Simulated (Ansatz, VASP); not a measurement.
## Al in VASP and in Ansatz

```
Al
1.0
    -1.58570    1.58570    1.58570
     1.58570   -1.58570    1.58570
     1.58570    1.58570   -1.58570
Al
1
Direct
  0.00000 0.00000 0.00000
```

Alike in both runs: functional BLYP; dispersion D3(BJ); k mesh 15 × 15 × 15; no spin polarisation.

Ansatz relaxed the structure, and its values are those at the end. VASP's run is a single point on that final structure, the one shown.

```csv
,VASP,Ansatz
version,VASP 6.6.1,Ansatz 0.2.0
potentials or method,"VASP PAW PBE potentials, release 64 (Al)","plane waves, PAW"
plane-wave cutoff (eV),520,420
occupations,"gaussian, width 0.1 eV",gaussian
valence electrons in the cell,3,3
```

Ansatz gave:

```
pressure (GPa) : 0.0
```

Task: Which values does VASP return?

Result: Pressure (GPa): 0.2.

VASP's potentials were made for PBE, not for BLYP.
